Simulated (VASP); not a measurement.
# TiC (Fm-3m) in VASP: notebook

Runs on TiC. Level: PBEsol. Tasks: single point.

Program: VASP 6.6.1. These are calculated values, not measurements. Logs are shortened: lines on timing, memory, paths and dates and some standing lists are left out, and cuts for length are marked.

## Step 1: The cell of the first run

The structure is cubic, space group Fm-3m (No. 225). Conventional cell: a = 4.258 Å, b = 4.258 Å, c = 4.258 Å, α = 90.00°, β = 90.00°, γ = 90.00°. Ti (site symmetry m-3m) has 6 C at 2.13 Å within 2.8 Å. C (site symmetry m-3m) has 6 Ti at 2.13 Å within 2.8 Å.

## Step 2: Single point, PBEsol

Input file INCAR:

```
  ALGO = Normal
  EDIFF = 1E-6
  ENCUT = 520
  GGA = PS
  ISIF = 2
  ISMEAR = -1
  LASPH = T
  LCHARG = T
  LELF = T
  LREAL = F
  LVHAR = T
  LWAVE = F
  NBANDS = 15
  NELM = 100
  PREC = Accurate
  SIGMA = 0.15
```

Input file KPOINTS:

```
k-points
0
Gamma
  16 16 16
```

Input file POSCAR:

```
TiC
1.0
    0.0000000000      2.1290508631      2.1290508631
    2.1290508631      0.0000000000      2.1290508631
    2.1290508631      2.1290508631      0.0000000000
Ti C
1 1
Direct
    0.0000000000      0.0000000000      0.0000000000
    0.5000000000      0.5000000000      0.5000000000
```

Potentials or basis: VASP PAW PBE potentials, release 64 (Ti_sv, C).

The run is started by

```bash
> cat potpaw_PBE.64/Ti_sv/POTCAR potpaw_PBE.64/C/POTCAR > POTCAR
> mpirun -np 1 vasp_std > vasp.out
```

OUTCAR:

```text
EDIFF = 1E-6
   ENCUT = 520
   GGA = PS
   ISIF = 2
   ISMEAR = -1
   LASPH = T
   LREAL = F
   NELM = 100
   PREC = Accurate

 ion  position               nearest neighbor table
   1  0.000  0.000  0.000-   2 2.13   2 2.13   2 2.13   2 2.13   2 2.13   2 2.13
   2  0.500  0.500  0.500-   1 2.13   1 2.13   1 2.13   1 2.13   1 2.13   1 2.13

  LATTYP: Found a face centered cubic cell.
 ALAT       =     4.2581017262

  Lattice vectors:

 A1 = (   0.0000000000,   2.1290508631,   2.1290508631)
 A2 = (   2.1290508631,   0.0000000000,   2.1290508631)
 A3 = (   2.1290508631,   2.1290508631,   0.0000000000)

Analysis of symmetry for initial positions (statically):
=====================================================================
 Subroutine PRICEL returns:
 Original cell was already a primitive cell.

 Routine SETGRP: Setting up the symmetry group for a
 face centered cubic supercell.

 Subroutine GETGRP returns: Found 48 space group operations
 (whereof 48 operations were pure point group operations)
 out of a pool of 48 trial point group operations.

The static configuration has the point symmetry O_h .

Analysis of symmetry for dynamics (positions and initial velocities):
=====================================================================
 Subroutine PRICEL returns:
 Original cell was already a primitive cell.

 Routine SETGRP: Setting up the symmetry group for a
 face centered cubic supercell.

 Subroutine GETGRP returns: Found 48 space group operations
 (whereof 48 operations were pure point group operations)
 out of a pool of 48 trial point group operations.

The dynamic configuration has the point symmetry O_h .

 Subroutine INISYM returns: Found 48 space group operations
 (whereof 48 operations are pure point group operations),
 and found     1 'primitive' translations

----------------------------------------------------------------------------------------

                                     Primitive cell

  volume of cell :      19.3014

  direct lattice vectors                    reciprocal lattice vectors
     0.000000000  2.129050863  2.129050863    -0.234846433  0.234846433  0.234846433
     2.129050863  0.000000000  2.129050863     0.234846433 -0.234846433  0.234846433
     2.129050863  2.129050863  0.000000000     0.234846433  0.234846433 -0.234846433

  length of vectors
     3.010932606  3.010932606  3.010932606     0.406765953  0.406765953  0.406765953

  position of ions in fractional coordinates (direct lattice)
     0.000000000  0.000000000  0.000000000
     0.500000000  0.500000000  0.500000000

  ion indices of the primitive-cell ions
   primitive index   ion index
                 1           1
                 2           2

----------------------------------------------------------------------------------------

 KPOINTS: k-points

Automatic generation of k-mesh.
 Grid dimensions read from file:
 generate k-points for:   16   16   16

 Generating k-lattice:

  Cartesian coordinates                     Fractional coordinates (reciprocal lattice)
    -0.014677902  0.014677902  0.014677902     0.062500000  0.000000000  0.000000000
     0.014677902 -0.014677902  0.014677902     0.000000000  0.062500000  0.000000000
     0.014677902  0.014677902 -0.014677902     0.000000000  0.000000000  0.062500000

  Length of vectors
     0.025422872  0.025422872  0.025422872

  Shift w.r.t. Gamma in fractional coordinates (k-lattice)
     0.000000000  0.000000000  0.000000000

 Subroutine IBZKPT returns following result:
 ===========================================

 Found    145 irreducible k-points:

 Following reciprocal coordinates:
            Coordinates               Weight
  0.000000  0.000000  0.000000      1.000000
  0.062500  0.000000  0.000000      8.000000
  0.125000  0.000000  0.000000      8.000000
  0.187500  0.000000  0.000000      8.000000
  0.250000  0.000000  0.000000      8.000000
  0.312500  0.000000  0.000000      8.000000
[... 16 lines left out ...]
 -0.125000  0.062500  0.000000     24.000000
 -0.062500  0.062500  0.000000     12.000000
 [... further k-points ...]
   k-points           NKPTS =    145   k-points in BZ     NKDIM =    145   number of bands    NBANDS=     15
   number of dos      NEDOS =    301   number of ions     NIONS =      2
   total plane-waves  NPLWV =  13824
   dimension x,y,z NGX =    24 NGY =   24 NGZ =   24
   dimension x,y,z NGXF=    48 NGYF=   48 NGZF=   48
   ions per type =               1   1
   NGX,Y,Z   is equivalent  to a cutoff of  13.25, 13.25, 13.25 a.u.
   NGXF,Y,Z  is equivalent  to a cutoff of  26.50, 26.50, 26.50 a.u.
 SYSTEM =  unknown system
   PREC   = accura    normal or accurate (medium, high low for compatibility)
   ISTART =      0    job   : 0-new  1-cont  2-samecut
   ICHARG =      2    charge: 1-file 2-atom 10-const
   ISPIN  =      1    spin polarized calculation?
   LNONCOLLINEAR =      F non collinear calculations
   LSORBIT =      F    spin-orbit coupling
   LASPH  =      T    aspherical Exc in radial PAW
   ENCUT  =  520.0 eV  38.22 Ry    6.18 a.u.   5.60  5.60  5.60*2*pi/ulx,y,z
   NELM   =    100;   NELMIN=  2; NELMDL= -5     # of ELM steps
   EDIFF  = 0.1E-05   stopping-criterion for ELM
   LREAL  =      F    real-space projection
   EDIFFG = 0.1E-04   stopping-criterion for IOM
   NSW    =      0    number of steps for IOM
   IBRION =     -1    ionic relax: 0-MD 1-quasi-New 2-CG
   NFREE  =      0    steps in history (QN), initial steepest desc. (CG)
   ISIF   =      2    stress and relaxation
   ISYM   =      2    0-nonsym 1-usesym 2-fastsym
   POTIM  = 0.5000    time-step for ionic-motion
   TEBEG  =    0.0;   TEEND  =   0.0 temperature during run
   PSTRESS=    0.0 pullay stress
   NELECT =      16.0000    total number of electrons
   NUPDOWN=      -1.0000    fix difference up-down
   EMIN   =  10.00;   EMAX   =-10.00  energy-range for DOS
   EFERMI =   0.00;   METHOD = LEGACY
   ISMEAR =    -1;   SIGMA  =   0.15  broadening in eV -4-tet -1-fermi 0-gaus
   EFERMI_NEDOS =   21; number of points for ismear=-14 and -15
   IALGO  =     38    algorithm
   IMIX   =      4    mixing-type and parameters
     AMIX     =   0.40;   BMIX     =  1.00
     AMIX_MAG =   1.60;   BMIX_MAG =  1.00
  volume/ion in A,a.u.               =       9.65        65.13
  Fermi-wavevector in a.u.,A,eV,Ry     =   1.537867  2.906147 32.178255  2.365035
  Thomas-Fermi vector in A             =   2.644316
   LORBIT       =      0    0 simple, 1 ext, 2 COOP (PROOUT), +10 PAW based schemes
   GGA     = PS    functional components
   LHFCALC =     F    Hartree Fock is set to
   AEXX    =    0.0000 exact exchange contribution
   IVDW    =     0    specifies the selected vdW correction
   LEPSILON=     F    determine dielectric tensor
   LRPA    =     F    only Hartree local field effects (RPA)
 non-spin polarized calculation
  energy-cutoff  :      520.00
  volume of cell :       19.30
 maximum number of plane-waves:       534
   NGX = 11   NGY = 11   NGZ = 11

 number of electron      16.0000003 magnetization

 Free energy of the ion-electron system (eV)
  ---------------------------------------------------
  ext. energy  EPLUGINS =         0.00000000
  ---------------------------------------------------
  free energy    TOTEN  =       -19.80213721 eV

  energy without entropy =      -19.77800180  energy(sigma->0) =      -19.79006950

 E-fermi :   9.9050     XC(G=0): -13.1279

 val. band max:        9.8972470470   @ k =   0.1250   0.0625   0.0000
 cond. band min:       9.9356218312   @ k =   0.5000   0.5000   0.0000
 fundamental gap:      0.0383747842
 Fermi energy:         9.9050103635

 k-point     1 :       0.0000    0.0000    0.0000
  band No.  band energies     occupation
      1     -46.2638      2.00000
      2     -22.3605      2.00000
      3     -22.3605      2.00000
      4     -22.3605      2.00000
      5      -2.6921      2.00000
      6      10.5956      0.01983
      7      10.5956      0.01983
      8      10.5956      0.01983
      9      11.6827      0.00001
     10      11.6827      0.00001
     11      11.6828      0.00001
     12      11.7524      0.00001
     13      11.7524      0.00001
     14      21.1602      0.00000
     15      24.0449      0.00000

 k-point     2 :       0.0625    0.0000    0.0000
  band No.  band energies     occupation
      1     -46.2602      2.00000
      2     -22.3849      2.00000
      3     -22.3627      2.00000
      4     -22.3627      2.00000
      5      -2.5968      2.00000
      6      10.1372      0.35073
      7      10.3976      0.07226
      8      10.3976      0.07226
      9      10.9870      0.00147
     10      10.9870      0.00147
     11      11.9357      0.00000
     12      12.7867      0.00000
     13      12.7867      0.00000
     14      21.3153      0.00000
     15      24.1135      0.00000

 k-point     3 :       0.1250    0.0000    0.0000
  band No.  band energies     occupation
      1     -46.2500      2.00000
      2     -22.4539      2.00000
      3     -22.3690      2.00000
      4     -22.3690      2.00000
      5      -2.3175      2.00000
      6       9.2301      1.97802
      7       9.6049      1.76173
      8       9.6049      1.76173
      9      11.0576      0.00092
     10      11.0576      0.00092
     11      12.2920      0.00000
     12      13.9180      0.00000
     13      13.9180      0.00000
     14      21.6850      0.00000
     15      24.2257      0.00000
[... 343 lines left out ...]
 k-point    23 :      -0.1250    0.0625    0.0000
  band No.  band energies     occupation
      1     -46.2426      2.00000
      2     -22.4940      2.00000
      3     -22.3917      2.00000
      4     -22.3657      2.00000
      5      -2.1096      2.00000
      6       8.7368      1.99917
      7       9.0710      1.99233
      8       9.2655      1.97223
      9      10.9304      0.00215
     10      11.5440      0.00004
     11      12.6191      0.00000
     12      13.7701      0.00000
     13      14.9491      0.00000
     14      21.9309      0.00000
     15      24.2621      0.00000

 k-point    24 :      -0.0625    0.0625    0.0000
  band No.  band energies     occupation
      1     -46.2544      2.00000
      2     -22.4186      2.00000
      3     -22.3764      2.00000
      4     -22.3618      2.00000
      5      -2.4412      2.00000
      6       9.6741      1.64674
      7       9.8438      1.20127
      8       9.8830      1.07322
      9      10.7156      0.00896
     10      11.3653      0.00012
     11      12.2999      0.00000
     12      12.9295      0.00000
     13      13.8362      0.00000
     14      21.5530      0.00000
     15      24.1974      0.00000

 [... further k-points ...]
[... 5 lines left out ...]
  --------------------------------------------------------------------------------------
  -------------------------------------------------------------------------------------
  Total        0.8561665      0.8561665      0.8561665     -0.0000000     -0.0000000      0.0000000
  in kB       71.0690830     71.0690830     71.0690830     -0.0000000     -0.0000000      0.0000000
  external PRESSURE =      71.0690830 kB  Pullay stress =       0.0000000 kB

 VOLUME and BASIS-vectors are now :
 -----------------------------------------------------------------------------
  energy-cutoff  :      520.00
  volume of cell :       19.30
      direct lattice vectors                 reciprocal lattice vectors
     0.000000000  2.129050863  2.129050863    -0.234846433  0.234846433  0.234846433
     2.129050863  0.000000000  2.129050863     0.234846433 -0.234846433  0.234846433
     2.129050863  2.129050863  0.000000000     0.234846433  0.234846433 -0.234846433

 POSITION                                       TOTAL-FORCE (eV/Angst)
 -----------------------------------------------------------------------------------
      0.00000      0.00000      0.00000         0.000000     -0.000000     -0.000000
      2.12905      2.12905      2.12905         0.000000      0.000000      0.000000
 -----------------------------------------------------------------------------------
    total drift:                                0.000000     -0.000000     -0.000000

  FREE ENERGIE OF THE ION-ELECTRON SYSTEM (eV)
  ---------------------------------------------------
  free  energy   TOTEN  =       -19.8021372061 eV

  energy  without entropy=      -19.7780017958  energy(sigma->0) =      -19.79006950
```

Run time: 26 s. Hardware: 1 thread of Intel Xeon 8259CL, shared host; peak memory 0.17 GiB.

Results:

- Free energy: -19.8021 eV
- Pressure: 7.1 GPa
- Band gap on the k mesh: zero (bands 8 and 9 overlap by 1.10 eV)

Caveat: the cell stands under pressure; the PAW data sets were made with another functional, which shifts forces and pressure a little.

## Step 3: Single point, PBEsol

Input file INCAR:

```
PREC = Accurate
ENCUT = 520
EDIFF = 1E-6
ISMEAR = -1
SIGMA = 0.15
LREAL = F
LASPH = T
NELM = 80
ALGO = Normal
ISIF = 2
LWAVE = F
LCHARG = F
GGA = PS
NBANDS = 15
```

Input file KPOINTS:

```
Automatic mesh
0
Gamma
  16 16 16
```

Input file POSCAR:

```
TiC
1.0
    0.0000000000      2.1290509224      2.1290509224
    2.1290509224      0.0000000000      2.1290509224
    2.1290509224      2.1290509224      0.0000000000
Ti C
1 1
Direct
    0.0000000000      0.0000000000      0.0000000000
    0.5000000000      0.5000000000      0.5000000000
```

Potentials or basis: VASP PAW PBE potentials, release 64 (Ti_sv, C).

The run is started by

```bash
> cat potpaw_PBE.64/Ti_sv/POTCAR potpaw_PBE.64/C/POTCAR > POTCAR
> mpirun -np 1 vasp_std > vasp.out
```

Wall time 26 s (1 thread of Intel Xeon 8259CL, shared host); peak memory 0.17 GiB.

It converged, with:

```
Free energy            : -19.8021 eV
Pressure               : 7.1 GPa
Band gap on the k mesh : zero (bands 8 and 9 overlap by 1.10 eV)
```

Levels at points of the mesh, in eV from the Fermi level:
```
           k point  band 4  band 5  band 6  band 7  band 8  band 9  band 10  band 11  band 12  band 13
(0.00, 0.00, 0.00)  -32.27  -12.60    0.69    0.69    0.69    1.78     1.78     1.78     1.85     1.85
(0.50, 0.00, 0.00)  -32.32   -8.82   -6.10   -3.06   -3.06    3.14     3.14     4.42     8.46     8.73
(0.50, 0.50, 0.00)  -32.47  -10.26   -3.46   -1.82    0.03    0.03     2.94     3.79     3.79     6.37
```

Caveat: the cell stands under pressure; the PAW data sets were made with another functional, which shifts forces and pressure a little.

The gap in the log of VASP goes by the Fermi energy; the results here count the filled bands.